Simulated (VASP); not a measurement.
# GaP (F-43m) in VASP: a series of runs

GaP is run at these levels: LDA; tasks: electric field gradients.

Everything below comes from runs of VASP 6.6.1. Logs are shortened: lines on timing, memory, paths and dates and some standing lists are left out, and cuts for length are marked.

**The experiment to reproduce.**

“Stacking defects in GaP nanowires: Electronic structure and optical properties”, 2018, arxiv:1810.01194 quotes, for a bulk crystal of GaP at 10 K: band gap 2.34 eV (indirect).

How close the calculation comes is told below.

**1. The cell of the first run**

Symmetry: F-43m, No. 216, cubic system. Conventional cell: a = 5.414 Å, b = 5.414 Å, c = 5.414 Å, α = 90.00°, β = 90.00°, γ = 90.00°. Ga (site symmetry -43m) has 4 P at 2.34 Å within 3.1 Å. P (site symmetry -43m) has 4 Ga at 2.34 Å within 3.1 Å.

**2. Electric field gradients, LDA (volume scaled by 0.98)**

The input, INCAR:

```
SYSTEM = GaP
  PREC = Accurate
  ENCUT = 520
  EDIFF = 1E-8
  ISMEAR = -1
  SIGMA = 0.05
  LREAL = .FALSE.
  LASPH = .TRUE.
  NELM = 80
  ALGO = Normal
  ISIF = 2
  LWAVE = .FALSE.
  LCHARG = .FALSE.
  GGA = CA
  LEFG = .TRUE.
  NBANDS = 16
```

The input, KPOINTS:

```
Automatic mesh
0
G
  10 10 10
  0 0 0
```

The input, POSCAR:

```
GaP
1.0
    0.0000000000      2.7069591804      2.7069591804
    2.7069591804      0.0000000000      2.7069591804
    2.7069591804      2.7069591804      0.0000000000
Ga P
1 1
Direct
    0.0000000000      0.0000000000      0.0000000000
    0.7500000000      0.7500000000      0.7500000000
```

Potentials or basis: VASP PAW LDA potentials, release 64 (Ga_d, P).

Run with:

```sh
> cat potpaw_LDA.64/Ga_d/POTCAR potpaw_LDA.64/P/POTCAR > POTCAR
> mpirun -np 1 vasp_std > vasp.out
```

OUTCAR:

```text
SYSTEM = GaP
   PREC = Accurate
   ENCUT = 520
   EDIFF = 1E-8
   ISMEAR = -1
   LREAL = .FALSE.
   LASPH = .TRUE.
   NELM = 80
   ISIF = 2
   GGA = CA

 ion  position               nearest neighbor table
   1  0.000  0.000  0.000-   2 2.34   2 2.34   2 2.34   2 2.34
   2  0.750  0.750  0.750-   1 2.34   1 2.34   1 2.34   1 2.34

  LATTYP: Found a face centered cubic cell.
 ALAT       =     5.4139183608

  Lattice vectors:

 A1 = (   0.0000000000,   2.7069591804,   2.7069591804)
 A2 = (   2.7069591804,   0.0000000000,   2.7069591804)
 A3 = (   2.7069591804,   2.7069591804,   0.0000000000)

Analysis of symmetry for initial positions (statically):
=====================================================================
 Subroutine PRICEL returns:
 Original cell was already a primitive cell.

 Routine SETGRP: Setting up the symmetry group for a
 face centered cubic supercell.

 Subroutine GETGRP returns: Found 24 space group operations
 (whereof 24 operations were pure point group operations)
 out of a pool of 48 trial point group operations.

The static configuration has the point symmetry T_d .

Analysis of symmetry for dynamics (positions and initial velocities):
=====================================================================
 Subroutine PRICEL returns:
 Original cell was already a primitive cell.

 Routine SETGRP: Setting up the symmetry group for a
 face centered cubic supercell.

 Subroutine GETGRP returns: Found 24 space group operations
 (whereof 24 operations were pure point group operations)
 out of a pool of 48 trial point group operations.

The dynamic configuration has the point symmetry T_d .

 Subroutine INISYM returns: Found 24 space group operations
 (whereof 24 operations are pure point group operations),
 and found     1 'primitive' translations

----------------------------------------------------------------------------------------

                                     Primitive cell

  volume of cell :      39.6712

  direct lattice vectors                    reciprocal lattice vectors
     0.000000000  2.706959180  2.706959180    -0.184709102  0.184709102  0.184709102
     2.706959180  0.000000000  2.706959180     0.184709102 -0.184709102  0.184709102
     2.706959180  2.706959180  0.000000000     0.184709102  0.184709102 -0.184709102

  length of vectors
     3.828218386  3.828218386  3.828218386     0.319925550  0.319925550  0.319925550

  position of ions in fractional coordinates (direct lattice)
     0.000000000  0.000000000  0.000000000
     0.750000000  0.750000000  0.750000000

  ion indices of the primitive-cell ions
   primitive index   ion index
                 1           1
                 2           2

----------------------------------------------------------------------------------------

 KPOINTS: Automatic mesh

Automatic generation of k-mesh.
 Grid dimensions read from file:
 generate k-points for:   10   10   10

 Generating k-lattice:

  Cartesian coordinates                     Fractional coordinates (reciprocal lattice)
    -0.018470910  0.018470910  0.018470910     0.100000000  0.000000000  0.000000000
     0.018470910 -0.018470910  0.018470910     0.000000000  0.100000000  0.000000000
     0.018470910  0.018470910 -0.018470910     0.000000000  0.000000000  0.100000000

  Length of vectors
     0.031992555  0.031992555  0.031992555

  Shift w.r.t. Gamma in fractional coordinates (k-lattice)
     0.000000000  0.000000000  0.000000000

 Subroutine IBZKPT returns following result:
 ===========================================

 Found     47 irreducible k-points:

 Following reciprocal coordinates:
            Coordinates               Weight
  0.000000  0.000000  0.000000      1.000000
  0.100000  0.000000  0.000000      8.000000
  0.200000  0.000000  0.000000      8.000000
  0.300000  0.000000  0.000000      8.000000
  0.400000  0.000000  0.000000      8.000000
  0.500000  0.000000  0.000000      4.000000
[... 16 lines left out ...]
  0.300000  0.300000  0.000000      6.000000
  0.400000  0.300000  0.000000     24.000000
 [... further k-points ...]
   k-points           NKPTS =     47   k-points in BZ     NKDIM =     47   number of bands    NBANDS=     16
   number of dos      NEDOS =    301   number of ions     NIONS =      2
   total plane-waves  NPLWV =  21952
   dimension x,y,z NGX =    28 NGY =   28 NGZ =   28
   dimension x,y,z NGXF=    56 NGYF=   56 NGZF=   56
   ions per type =               1   1
   NGX,Y,Z   is equivalent  to a cutoff of  12.16, 12.16, 12.16 a.u.
   NGXF,Y,Z  is equivalent  to a cutoff of  24.32, 24.32, 24.32 a.u.
 SYSTEM =  GaP
   PREC   = accura    normal or accurate (medium, high low for compatibility)
   ISTART =      0    job   : 0-new  1-cont  2-samecut
   ICHARG =      2    charge: 1-file 2-atom 10-const
   ISPIN  =      1    spin polarized calculation?
   LNONCOLLINEAR =      F non collinear calculations
   LSORBIT =      F    spin-orbit coupling
   LASPH  =      T    aspherical Exc in radial PAW
   ENCUT  =  520.0 eV  38.22 Ry    6.18 a.u.   7.12  7.12  7.12*2*pi/ulx,y,z
   NELM   =     80;   NELMIN=  2; NELMDL= -5     # of ELM steps
   EDIFF  = 0.1E-07   stopping-criterion for ELM
   LREAL  =      F    real-space projection
   EDIFFG = 0.1E-06   stopping-criterion for IOM
   NSW    =      0    number of steps for IOM
   IBRION =     -1    ionic relax: 0-MD 1-quasi-New 2-CG
   NFREE  =      0    steps in history (QN), initial steepest desc. (CG)
   ISIF   =      2    stress and relaxation
   ISYM   =      2    0-nonsym 1-usesym 2-fastsym
   POTIM  = 0.5000    time-step for ionic-motion
   TEBEG  =    0.0;   TEEND  =   0.0 temperature during run
   PSTRESS=    0.0 pullay stress
   NELECT =      18.0000    total number of electrons
   NUPDOWN=      -1.0000    fix difference up-down
   EMIN   =  10.00;   EMAX   =-10.00  energy-range for DOS
   EFERMI =   0.00;   METHOD = LEGACY
   ISMEAR =    -1;   SIGMA  =   0.05  broadening in eV -4-tet -1-fermi 0-gaus
   EFERMI_NEDOS =   21; number of points for ismear=-14 and -15
   IALGO  =     38    algorithm
   IMIX   =      4    mixing-type and parameters
     AMIX     =   0.40;   BMIX     =  1.00
     AMIX_MAG =   1.60;   BMIX_MAG =  1.00
  volume/ion in A,a.u.               =      19.84       133.86
  Fermi-wavevector in a.u.,A,eV,Ry     =   1.257981  2.377239 21.531428  1.582515
  Thomas-Fermi vector in A             =   2.391613
   LORBIT       =      0    0 simple, 1 ext, 2 COOP (PROOUT), +10 PAW based schemes
   GGA     = CA    functional components
   LHFCALC =     F    Hartree Fock is set to
   AEXX    =    0.0000 exact exchange contribution
   IVDW    =     0    specifies the selected vdW correction
   LEPSILON=     F    determine dielectric tensor
   LRPA    =     F    only Hartree local field effects (RPA)
 non-spin polarized calculation
  energy-cutoff  :      520.00
  volume of cell :       39.67
 maximum number of plane-waves:      1090
   NGX = 15   NGY = 15   NGZ = 15

 number of electron      18.0000008 magnetization

 Free energy of the ion-electron system (eV)
  ---------------------------------------------------
  ext. energy  EPLUGINS =         0.00000000
  ---------------------------------------------------
  free energy    TOTEN  =       -10.45177657 eV

  energy without entropy =      -10.45177656  energy(sigma->0) =      -10.45177657

 E-fermi :   5.4079     XC(G=0): -10.2547

 val. band max:        4.7141624939   @ k =   0.0000   0.0000   0.0000
 cond. band min:       6.1363071850   @ k =   0.4000   0.4000   0.0000
 fundamental gap:      1.4221446911
 Fermi energy:         5.4078703222

 k-point     1 :       0.0000    0.0000    0.0000
  band No.  band energies     occupation
      1     -10.0259      2.00000
      2     -10.0259      2.00000
      3     -10.0259      2.00000
      4      -9.9215      2.00000
      5      -9.9215      2.00000
      6      -7.9486      2.00000
[... 8 lines left out ...]
     15      14.5412      0.00000
     16      14.5412      0.00000
[... 419 lines left out ...]
 k-point    24 :       0.4000    0.3000    0.0000
  band No.  band energies     occupation
      1     -10.1228      2.00000
      2      -9.9758      2.00000
      3      -9.9735      2.00000
      4      -9.9481      2.00000
      5      -9.9042      2.00000
      6      -5.9043      2.00000
[... 8 lines left out ...]
     15      16.5616      0.00000
     16      18.4580      0.00000

 [... further k-points ...]

------------------------ aborting loop because EDIFF is reached ----------------------------------------

  FORCE on cell =-STRESS in cart. coord.  units (eV):
  Direction    XX          YY          ZZ          XY          YZ          ZX
  --------------------------------------------------------------------------------------
  -------------------------------------------------------------------------------------
  Total       -0.2453861     -0.2453861     -0.2453861      0.0000000      0.0000000     -0.0000000
  in kB       -9.9102671     -9.9102671     -9.9102671      0.0000000      0.0000000     -0.0000000
  external PRESSURE =      -9.9102671 kB  Pullay stress =       0.0000000 kB

 VOLUME and BASIS-vectors are now :
 -----------------------------------------------------------------------------
  energy-cutoff  :      520.00
  volume of cell :       39.67
      direct lattice vectors                 reciprocal lattice vectors
     0.000000000  2.706959180  2.706959180    -0.184709102  0.184709102  0.184709102
     2.706959180  0.000000000  2.706959180     0.184709102 -0.184709102  0.184709102
     2.706959180  2.706959180  0.000000000     0.184709102  0.184709102 -0.184709102

 POSITION                                       TOTAL-FORCE (eV/Angst)
 -----------------------------------------------------------------------------------
      0.00000      0.00000      0.00000         0.000000      0.000000      0.000000
      4.06044      4.06044      4.06044        -0.000000     -0.000000     -0.000000
 -----------------------------------------------------------------------------------
    total drift:                               -0.000000     -0.000000     -0.000000

  FREE ENERGIE OF THE ION-ELECTRON SYSTEM (eV)
  ---------------------------------------------------
  free  energy   TOTEN  =       -10.4517765712 eV

  energy  without entropy=      -10.4517765591  energy(sigma->0) =      -10.45177657

 Electric field gradients (V/A^2)
---------------------------------------------------------------------
 ion       V_xx      V_yy      V_zz      V_xy      V_xz      V_yz
---------------------------------------------------------------------
   1       0.000    -0.000     0.000     0.001     0.001     0.001
   2      -0.000    -0.000     0.000     0.000     0.000     0.000
---------------------------------------------------------------------

 Electric field gradients after diagonalization (V/A^2)
 (convention: |V_zz| > |V_xx| > |V_yy|)
----------------------------------------------------------------------
 ion       V_xx      V_yy      V_zz     asymmetry (V_yy - V_xx)/ V_zz
----------------------------------------------------------------------
   1      -0.001    -0.001     0.002       0.000
   2      -0.000    -0.000     0.000       0.000
----------------------------------------------------------------------

           NMR quadrupolar parameters

 Cq : quadrupolar parameter    Cq=e*Q*V_zz/h
 eta: asymmetry parameters     (V_yy - V_xx)/ V_zz
 Q  : nuclear electric quadrupole moment in mb (millibarn)
----------------------------------------------------------------------
 ion       Cq(MHz)       eta       Q (mb)
----------------------------------------------------------------------
   1       0.000       0.000       1.000
   2       0.000       0.000       1.000
----------------------------------------------------------------------
```

Run time: 25 s. Hardware: 1 thread of AMD EPYC 7R43 (Zen 3), shared host; peak memory 0.12 GiB.

Results:

```yaml
Free_energy: -10.4518 eV
Pressure: -1.0 GPa
Band_gap_on_the_k_mesh: 1.42 eV, indirect (least direct gap 1.81 eV)
```

Caveat: without QUAD_EFG the Cq values of the log hold for a quadrupole moment of 1 mb, not for the nuclei.

(Part 1 of 3 ends here.)
